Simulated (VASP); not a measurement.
Wanted: the native input for a VASP 6.6.1 run.

| Property | Result |
| --- | --- |
| Task | single point |
| Functional | PBE |
| Potentials or basis | VASP PAW PBE potentials, release 64 (Zr_sv, B) |
| Cutoff | 520 eV |
| k mesh | 20 × 20 × 20 |
| Occupations | gaussian, width 0.15 eV |
| Spin | no spin polarisation |
| Dipole correction | no |
| Further INCAR settings | ALGO = Normal; EDIFF = 1e-06; NBANDS = 14 |

The structure of ZrB lies in POSCAR:

```
ZrB
1.0
   -0.7350912829      2.0215010281      2.0215010281
    2.0215010281     -0.7350912829      2.0215010281
    2.0215010281      2.0215010281     -0.7350912829
Zr B
1 1
Direct
    0.0000000000      0.0000000000      0.0000000000
    0.5000000000      0.5000000000      0.5000000000
```

This cell differs from its parent crystal: ratio of the length along [111] to the lengths across it x 0.6, volume and fractional coordinates fixed.

These files were run (other wordings do the same):

INCAR

```
ALGO     = Normal         # electronic algorithm
EDIFF    = 1E-6           # SCF threshold, eV
ENCUT    = 520            # plane-wave cutoff, eV
GGA      = PE             # functional
ISIF     = 2              # what is computed and relaxed
ISMEAR   = 0              # smearing method
LASPH    = True           # aspherical terms in the spheres
LCHARG   = True           # write CHGCAR
LELF     = True           # ELF
LREAL    = False          # projectors in reciprocal space
LVHAR    = True         
LWAVE    = False          # write WAVECAR
NBANDS   = 14             # bands
NELM     = 60             # most SCF steps
PREC     = Accurate       # precision mode
SIGMA    = 0.15           # smearing width, eV
```

KPOINTS

```
k-points
0
Gamma
  20 20 20
```

Potentials or basis: VASP PAW PBE potentials, release 64 (Zr_sv, B).

Launch:

```bash
$ cat potpaw_PBE.64/Zr_sv/POTCAR potpaw_PBE.64/B/POTCAR > POTCAR
$ mpirun -np 1 vasp_std > vasp.out
```

It gave:

* Pressure: 22.6 GPa
* Band gap on the k mesh: zero (an odd number of electrons rules out a gap without spin polarisation)

Caveat: the cell stands under pressure.

Run time: 4.4 min on 1 thread of Intel Xeon 8259CL, with other jobs on the host, peak memory 0.38 GiB.
